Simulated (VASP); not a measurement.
Input of a VASP 6.6.1 run:

POSCAR

```
AgI
1.0
    4.6017896174      0.0000000000      0.0000000000
   -2.3008948087      3.9852667116      0.0000000000
    0.0000000000      0.0000000000      7.5229908206
Ag I
2 2
Direct
    0.6666666667      0.3333333333      0.6275899778
    0.3333333333      0.6666666667      0.1275899778
    0.6666666667      0.3333333333      0.0024100222
    0.3333333333      0.6666666667      0.5024100222
```

File INCAR.step1:

```
PREC = Accurate ; ENCUT = 550
ISMEAR = 0 ; SIGMA = 0.01
LREAL = F ; LASPH = T
NELM = 120 ; NBANDS = 26
GGA = PE ; ALGO = Normal
EDIFF = 1E-5 ; LWAVE = T
LCHARG = F ; GGA_COMPAT = F
```

Contents of INCAR.step2:

```
PREC = Accurate ; ENCUT = 550
EDIFF = 1E-6 ; ISMEAR = 0
SIGMA = 0.01 ; LREAL = F
LASPH = T ; NELM = 120
ALGO = Normal ; ISIF = 2
LWAVE = F ; LCHARG = F
METAGGA = R2SCAN ; LMIXTAU = T
NBANDS = 26 ; ISTART = 1
GGA_COMPAT = F
```

Contents of KPOINTS:

```
Automatic mesh
0
Gamma
  6 6 4
```

Potentials or basis: VASP PAW PBE potentials, release 64 (Ag, I).

Command:

```bash
$ cat potpaw_PBE.64/Ag/POTCAR potpaw_PBE.64/I/POTCAR > POTCAR
$ cp INCAR.step1 INCAR
$ mpirun -np 1 vasp_std > vasp.out
$ cp INCAR.step2 INCAR
$ mpirun -np 1 vasp_std > vasp.out
```

Predict the pressure.

0.9 GPa.

Predict the band gap on the k mesh.

1.83 eV.

Caveat: the PAW data sets were made with another functional, which shifts forces and pressure a little; spin-orbit coupling is left out, which moves the levels of the heavy elements.
